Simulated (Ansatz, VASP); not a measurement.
One calculation of Sn, two programs

```
Sn
1.0
    -1.58196    1.62686    2.78529
     1.58196   -1.62686    2.78529
     1.58196    1.62686   -2.78529
Sn
1
Direct
  0.00000 0.00000 0.00000
```

Alike in both runs: task single point; functional LDA; k mesh 22 × 22 × 22; occupations gaussian, width 0.15 eV; no spin polarisation.

```csv
,VASP,Ansatz
version,VASP 6.6.1,Ansatz 0.2.0
potentials or method,"VASP PAW LDA potentials, release 64 (Sn_d), cutoff 520 eV","scalar-relativistic, plane waves, PAW"
valence electrons in the cell,14,14
```

```csv
,VASP,Ansatz,Ansatz less VASP
gap on the k mesh at the Fermi level (eV),none,none,-
pressure (GPa),-4.5,-4.5,-0.03
"traceless stress, the component that is largest in VASP (GPa)",1.38,1.37,-0.015
```

LDA's correlation is that of Perdew and Zunger in VASP and of Perdew and Wang (1992) in Ansatz. A gap of «none» marks a metal or a gap that the smearing closes.
